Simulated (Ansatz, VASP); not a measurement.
**Rb2MgAgC6N6: VASP beside Ansatz**

File INCAR:

```
PREC = Accurate
ENCUT = 520
EDIFF = 1E-6
ISMEAR = 0
SIGMA = 0.1
LREAL = Auto
LASPH = T
NELM = 150
ALGO = Normal
ISIF = 2
LWAVE = F
LCHARG = F
ISPIN = 2
MAGMOM = 0 0 0 1 0 0 0 0 0 0 0 0 0 0 0 0
LORBIT = 11
LMAXMIX = 4
GGA = PE
NBANDS = 60
```

File KPOINTS:

```
regular mesh
0
Gamma
  4 4 4
```

Contents of POSCAR:

```
Rb2MgAgC6N6
1.0
    0.0000000000      5.2670000000      5.2670000000
    5.2670000000      0.0000000000      5.2670000000
    5.2670000000      5.2670000000      0.0000000000
Rb Mg Ag C N
2 1 1 6 6
Direct
    0.2500000000      0.2500000000      0.2500000000
    0.7500000000      0.7500000000      0.7500000000
    0.5000000000      0.5000000000      0.5000000000
    0.0000000000      0.0000000000      0.0000000000
    0.8080501200      0.1919498800      0.1919498800
    0.1919498800      0.8080501200      0.1919498800
    0.1919498800      0.1919498800      0.8080501200
    0.1919498800      0.8080501200      0.8080501200
    0.8080501200      0.1919498800      0.8080501200
    0.8080501200      0.8080501200      0.1919498800
    0.6969812000      0.3030188000      0.3030188000
    0.3030188000      0.6969812000      0.3030188000
    0.3030188000      0.3030188000      0.6969812000
    0.3030188000      0.6969812000      0.6969812000
    0.6969812000      0.3030188000      0.6969812000
    0.6969812000      0.6969812000      0.3030188000
```

Input for Ansatz:

```yaml
crystal:
  lattice:
    - [0.0, 5.267, 5.267]
    - [5.267, 0.0, 5.267]
    - [5.267, 5.267, 0.0]
  atoms:
    - { symbol: Rb, position: [0.25, 0.25, 0.25] }
    - { symbol: Rb, position: [0.75, 0.75, 0.75] }
    - { symbol: Mg, position: [0.5, 0.5, 0.5] }
    - { symbol: Ag, position: [0.0, 0.0, 0.0], spin: 1.0 }
    - { symbol: C, position: [0.80805012, 0.19194988, 0.19194988] }
    - { symbol: C, position: [0.19194988, 0.80805012, 0.19194988] }
    - { symbol: C, position: [0.19194988, 0.19194988, 0.80805012] }
    - { symbol: C, position: [0.19194988, 0.80805012, 0.80805012] }
    - { symbol: C, position: [0.80805012, 0.19194988, 0.80805012] }
    - { symbol: C, position: [0.80805012, 0.80805012, 0.19194988] }
    - { symbol: "N", position: [0.6969812, 0.3030188, 0.3030188] }
    - { symbol: "N", position: [0.3030188, 0.6969812, 0.3030188] }
    - { symbol: "N", position: [0.3030188, 0.3030188, 0.6969812] }
    - { symbol: "N", position: [0.3030188, 0.6969812, 0.6969812] }
    - { symbol: "N", position: [0.6969812, 0.3030188, 0.6969812] }
    - { symbol: "N", position: [0.6969812, 0.6969812, 0.3030188] }
basis:
  ecutwfc: 420
kpoints:
  mp_grid: { grid: [4, 4, 4] }
hamiltonian:
  xc: pbe
scf:
  occupations: { method: gaussian, width: 0.1 }
  lower_state_search: "off"
output:
  forces: true
  stress: true
  eigenvalues: true
  populations: true
magnetization:
  spin_polarized: true
```

Alike in both runs: task single point; functional PBE; k mesh 4 × 4 × 4; occupations gaussian, width 0.1 eV; collinear spin.

|  | VASP | Ansatz |
| --- | --- | --- |
| version | VASP 6.6.1 | Ansatz 0.2.0 |
| potentials or method | VASP PAW PBE potentials, release 64 (Rb_sv, Mg, Ag, C, N), cutoff 520 eV | scalar-relativistic, plane waves, PAW |
| valence electrons in the cell | 85 | 101 |

Ansatz gave:

- gap on the k mesh at the Fermi level (eV): none
- pressure (GPa): 11.3
- rms of the force components (eV/Å): 1.278
- net moment per atom (μB): 0.06
- size of the moment on the site where the two differ most (μB): 0.03

Question: Which values does VASP return?

Answer: gap on the k mesh at the Fermi level (eV): none; pressure (GPa): 11.6; rms of the force components (eV/Å): 1.124; net moment per atom (μB): 0.06; size of the moment on the site where the two differ most (μB): 0.07.

Site moments also hang on the region over which each program counts them. Atom by atom the forces differ by 0.210 eV/Å (rms over components). A gap of «none» marks a metal or a gap that the smearing closes. VASP's potentials hold 85 valence electrons a cell and Ansatz's 101, so a difference there can come from the potentials and not from the codes.

Noted on VASP's run: the standard files for N, O and F lose accuracy on very short bonds.
